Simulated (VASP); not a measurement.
# Li (P6_3/mmc) in VASP: further runs, part 2 of 2

VASP 6.6.1. Earlier steps stand in the parts before.

## (5) Single point, r2SCAN

This run uses another cell than the first one, of 21.00 Å³/atom.

Contents of POSCAR:

```
Li
1.0
    3.0980832971      0.0000000000      0.0000000000
   -1.5490416485      2.6830188383      0.0000000000
    0.0000000000      0.0000000000      5.0530177204
Li
2
Direct
    0.3333333333      0.6666666667      0.2500000000
    0.6666666667      0.3333333333      0.7500000000
```

Contents of INCAR.step1:

```
SYSTEM = Li
  PREC = Accurate
  ENCUT = 520
  ISMEAR = -1
  SIGMA = 0.1
  LREAL = .FALSE.
  LASPH = .TRUE.
  NELM = 60
  NBANDS = 10
  GGA = PE
  ALGO = Normal
  EDIFF = 1E-4
  LWAVE = .TRUE.
  LCHARG = .FALSE.
```

Contents of INCAR.step2:

```
SYSTEM = Li
  PREC = Accurate
  ENCUT = 520
  EDIFF = 1E-6
  ISMEAR = -1
  SIGMA = 0.1
  LREAL = .FALSE.
  LASPH = .TRUE.
  NELM = 60
  ALGO = Normal
  ISIF = 2
  LWAVE = .FALSE.
  LCHARG = .TRUE.
  METAGGA = R2SCAN
  LMIXTAU = .TRUE.
  LELF = .TRUE.
  LVHAR = .TRUE.
  NBANDS = 10
  ISTART = 1
```

Contents of KPOINTS:

```
regular mesh
0
G
  19 19 10
  0 0 0
```

Run with:

```bash
> cat potpaw_PBE.64/Li_sv/POTCAR > POTCAR
> cp INCAR.step1 INCAR
> mpirun -np 1 vasp_std > vasp.out
> cp INCAR.step2 INCAR
> mpirun -np 1 vasp_std > vasp.out
```

It took 15 min on 1 thread of Intel Xeon 8259CL, shared host; peak memory 0.19 GiB.

The run converged. Its results:

| Quantity | Value |
| --- | --- |
| Free energy | -4.7835 eV |
| Band gap on the k mesh | zero (bands 3 and 4 overlap by 4.72 eV) |

Levels at points of the mesh, in eV from the Fermi level:
```tsv
k point	band 1	band 2	band 3	band 4	band 5	band 6
(0.00, 0.00, 0.00)	-48.14	-48.13	-3.80	0.02	3.07	13.47
(0.00, 0.00, 0.50)	-48.13	-48.13	-2.61	-2.61	8.49	8.49
```

Caveat: the cutoff is under 1.25 times the usual one of these potentials, so pressure, stress and relaxed cells hold a basis-set (Pulay) error; the PAW data sets were made with another functional, which shifts forces and pressure a little.

## (6) Single point, r2SCAN, non-collinear spin, zero start, spin-orbit coupling

This run uses another cell than the first one, of 21.00 Å³/atom.

POSCAR is that of step 5.

Contents of INCAR.step1:

```
PREC = Accurate ; ENCUT = 520
ISMEAR = -1 ; SIGMA = 0.1
LREAL = False ; LASPH = True
NELM = 150 ; LNONCOLLINEAR = True
MAGMOM = 0 0 0 0 0 0 ; LSORBIT = True
GGA_COMPAT = False ; NBANDS = 18
GGA = PE ; ALGO = Normal
EDIFF = 1E-4 ; LWAVE = True
LCHARG = False
```

Contents of INCAR.step2:

```
PREC = Accurate ; ENCUT = 520
EDIFF = 1E-6 ; ISMEAR = -1
SIGMA = 0.1 ; LREAL = False
LASPH = True ; NELM = 150
ALGO = Normal ; ISIF = 2
LWAVE = False ; LCHARG = False
LNONCOLLINEAR = True ; MAGMOM = 0 0 0 0 0 0
LORBIT = 11 ; LSORBIT = True
GGA_COMPAT = False ; LORBMOM = True
METAGGA = R2SCAN ; LMIXTAU = True
NBANDS = 18 ; ISTART = 1
```

Contents of KPOINTS:

```
Automatic mesh
0
Gamma
  12 12 6
```

Potentials or basis: VASP PAW PBE potentials, release 64 (Li_sv).

Run with:

```bash
> cat potpaw_PBE.64/Li_sv/POTCAR > POTCAR
> cp INCAR.step1 INCAR
> mpirun -np 1 vasp_ncl > vasp.out
> cp INCAR.step2 INCAR
> mpirun -np 1 vasp_ncl > vasp.out
```

OUTCAR:

```text
PREC = Accurate
   ENCUT = 520
   EDIFF = 1E-6
   ISMEAR = -1
   LREAL = False
   LASPH = True
   NELM = 150
   ISIF = 2
   LNONCOLLINEAR = True
   LORBIT = 11
   LSORBIT = True
   METAGGA = R2SCAN
   ISTART = 1

 ion  position               nearest neighbor table
   1  0.333  0.667  0.250-
   2  0.667  0.333  0.750-

  LATTYP: Found a hexagonal cell.
 ALAT       =     3.0980832971
 C/A-ratio  =     1.6310141581

  Lattice vectors:

 A1 = (   3.0980832971,   0.0000000000,   0.0000000000)
 A2 = (  -1.5490416485,   2.6830188383,   0.0000000000)
 A3 = (   0.0000000000,   0.0000000000,   5.0530177204)

Analysis of symmetry for initial positions (statically):
=====================================================================
 Subroutine PRICEL returns:
 Original cell was already a primitive cell.

 Routine SETGRP: Setting up the symmetry group for a
 hexagonal supercell.

 Subroutine GETGRP returns: Found 24 space group operations
 (whereof 12 operations were pure point group operations)
 out of a pool of 24 trial point group operations.

The static configuration has the point symmetry D_3d.
 The point group associated with its full space group is D_6h.

Analysis of symmetry for dynamics (positions and initial velocities):
=====================================================================
 Subroutine PRICEL returns:
 Original cell was already a primitive cell.

 Routine SETGRP: Setting up the symmetry group for a
 hexagonal supercell.

 Subroutine GETGRP returns: Found 24 space group operations
 (whereof 12 operations were pure point group operations)
 out of a pool of 24 trial point group operations.

The dynamic configuration has the point symmetry D_3d.
 The point group associated with its full space group is D_6h.

Analysis of structural, dynamic, and magnetic symmetry:
=====================================================================
[... 713 lines left out ...]
  1        -0.000  -0.000
  2        -0.000  -0.000
 --------------------------------
           -0.000  -0.000

 orbital moment (y)

 # of ion     p       tot
 --------------------------------
  1         0.000   0.000
  2         0.000   0.000
 --------------------------------
            0.000   0.000

 orbital moment (z)

 # of ion     p       tot
 --------------------------------
  1        -0.000  -0.000
  2        -0.000  -0.000
 --------------------------------
           -0.000  -0.000

 Spin-Orbit-Coupling matrix elements

 Ion:    1  E_soc:     -0.0000000
 l=   1
     0.0000000    -0.0000000    -0.0000000
    -0.0000000     0.0000000    -0.0000000
    -0.0000000    -0.0000000     0.0000000
 l=   2
     0.0000000     0.0000000     0.0000000     0.0000000     0.0000000
     0.0000000     0.0000000     0.0000000     0.0000000     0.0000000
     0.0000000     0.0000000     0.0000000     0.0000000     0.0000000
     0.0000000     0.0000000     0.0000000     0.0000000     0.0000000
     0.0000000     0.0000000     0.0000000     0.0000000     0.0000000
 l=   3
     0.0000000     0.0000000     0.0000000     0.0000000     0.0000000     0.0000000     0.0000000
     0.0000000     0.0000000     0.0000000     0.0000000     0.0000000     0.0000000     0.0000000
     0.0000000     0.0000000     0.0000000     0.0000000     0.0000000     0.0000000     0.0000000
     0.0000000     0.0000000     0.0000000     0.0000000     0.0000000     0.0000000     0.0000000
     0.0000000     0.0000000     0.0000000     0.0000000     0.0000000     0.0000000     0.0000000
     0.0000000     0.0000000     0.0000000     0.0000000     0.0000000     0.0000000     0.0000000
     0.0000000     0.0000000     0.0000000     0.0000000     0.0000000     0.0000000     0.0000000

 Ion:    2  E_soc:     -0.0000000
 l=   1
     0.0000000    -0.0000000    -0.0000000
    -0.0000000     0.0000000    -0.0000000
    -0.0000000    -0.0000000     0.0000000
 l=   2
     0.0000000     0.0000000     0.0000000     0.0000000     0.0000000
     0.0000000     0.0000000     0.0000000     0.0000000     0.0000000
     0.0000000     0.0000000     0.0000000     0.0000000     0.0000000
     0.0000000     0.0000000     0.0000000     0.0000000     0.0000000
     0.0000000     0.0000000     0.0000000     0.0000000     0.0000000
 l=   3
     0.0000000     0.0000000     0.0000000     0.0000000     0.0000000     0.0000000     0.0000000
     0.0000000     0.0000000     0.0000000     0.0000000     0.0000000     0.0000000     0.0000000
     0.0000000     0.0000000     0.0000000     0.0000000     0.0000000     0.0000000     0.0000000
     0.0000000     0.0000000     0.0000000     0.0000000     0.0000000     0.0000000     0.0000000
     0.0000000     0.0000000     0.0000000     0.0000000     0.0000000     0.0000000     0.0000000
     0.0000000     0.0000000     0.0000000     0.0000000     0.0000000     0.0000000     0.0000000
     0.0000000     0.0000000     0.0000000     0.0000000     0.0000000     0.0000000     0.0000000

 total charge

# of ion       s       p       d       tot
------------------------------------------
    1        2.029   0.015   0.000   2.044
    2        2.029   0.015   0.000   2.044
--------------------------------------------------
tot          4.058   0.030   0.000   4.088

 magnetization (x)

# of ion       s       p       d       tot
------------------------------------------
    1        0.000  -0.000   0.000  -0.000
    2        0.000   0.000   0.000   0.000
--------------------------------------------------
tot          0.000   0.000   0.000   0.000

 magnetization (y)

# of ion       s       p       d       tot
------------------------------------------
    1        0.000   0.000   0.000   0.000
    2        0.000   0.000   0.000   0.000
--------------------------------------------------
tot          0.000   0.000   0.000   0.000

 magnetization (z)

# of ion       s       p       d       tot
------------------------------------------
    1       -0.000   0.000   0.000  -0.000
    2       -0.000   0.000   0.000  -0.000
--------------------------------------------------
tot         -0.000   0.000   0.000  -0.000
```

OUTCAR.step1:

```text
PREC = Accurate
   ENCUT = 520
   ISMEAR = -1
   LREAL = False
   LASPH = True
   NELM = 150
   LNONCOLLINEAR = True
   LSORBIT = True
[... 792 lines left out ...]
     0.0000000     0.0000000     0.0000000     0.0000000     0.0000000     0.0000000     0.0000000
     0.0000000     0.0000000     0.0000000     0.0000000     0.0000000     0.0000000     0.0000000
     0.0000000     0.0000000     0.0000000     0.0000000     0.0000000     0.0000000     0.0000000
     0.0000000     0.0000000     0.0000000     0.0000000     0.0000000     0.0000000     0.0000000
     0.0000000     0.0000000     0.0000000     0.0000000     0.0000000     0.0000000     0.0000000

=======================================================================

 ========================================================
```

Wall time 19 min (1 thread of Intel Xeon 8259CL, shared host); peak memory 0.29 GiB.

Results:

```yaml
Free_energy: -4.7847 eV
Net_moment: 0.00 μB per cell
Valence_electrons_inside_the_program's_atomic_spheres: Li 2.04
```

Moments on the atoms (μB; x, y, z):
```
Li  0.00 0.00 0.00
Li  0.00 0.00 0.00
```

Caveat: the cutoff is under 1.25 times the usual one of these potentials, so pressure, stress and relaxed cells hold a basis-set (Pulay) error; the PAW data sets were made with another functional, which shifts forces and pressure a little.

## (7) Overview

```csv
spin,cell,k mesh,gap on the mesh (eV)
off,"a = 3.139, b = 3.139, c = 5.120 Å, angles 90.0, 90.0, 120.0°, 2 atoms",13 × 13 × 7,none
off,"a = 3.179, b = 3.179, c = 5.184 Å, angles 90.0, 90.0, 120.0°, 2 atoms",13 × 13 × 7,none
off,"a = 3.217, b = 3.217, c = 5.248 Å, angles 90.0, 90.0, 120.0°, 2 atoms",13 × 13 × 7,none
off,"a = 3.098, b = 3.098, c = 5.053 Å, angles 90.0, 90.0, 120.0°, 2 atoms",19 × 19 × 10,none
"non-collinear, zero start, SOC","a = 3.098, b = 3.098, c = 5.053 Å, angles 90.0, 90.0, 120.0°, 2 atoms",12 × 12 × 6,-
```

Alike in all rows: task single point; level r2SCAN; potentials or basis VASP PAW PBE potentials, release 64 (Li_sv); cutoff (eV) 520; smearing fermi-dirac 0.1 eV.

Caveats: the cutoff is under 1.25 times the usual one of these potentials, so pressure, stress and relaxed cells hold a basis-set (Pulay) error; the PAW data sets were made with another functional, which shifts forces and pressure a little.

Absolute energies hang on the potentials; compare differences alone.
